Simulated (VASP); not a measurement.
A run of VASP 6.6.1 is set up as follows.

Contents of INCAR:

```
SYSTEM = O
PREC = Accurate
ENCUT = 520
EDIFF = 1E-7
ISMEAR = 0
SIGMA = 0.05
LREAL = .False.
LASPH = .True.
NELM = 80
ALGO = Normal
ISIF = 2
LWAVE = .False.
LCHARG = .False.
GGA = PE
NBANDS = 9
```

KPOINTS

```
regular mesh
0
Gamma
  15 15 15
  0 0 0
```

Contents of POSCAR:

```
O
1.0
   -1.2495424671      1.2495424671      1.2495424671
    1.2495424671     -1.2495424671      1.2495424671
    1.2495424671      1.2495424671     -1.2495424671
O
1
Direct
    0.0000000000      0.0000000000      0.0000000000
```

Potentials or basis: VASP PAW PBE potentials, release 64 (O).

Command:

```bash
$ cat potpaw_PBE.64/O/POTCAR > POTCAR
$ mpirun -np 1 vasp_std > vasp.out
```

Question: Estimate the band gap on the k mesh.

Answer: Zero (band 3 reaches 4.11 eV, above the bottom of band 4 at -0.67 eV).

Question: Predict the pressure.

Answer: -0.5 GPa.
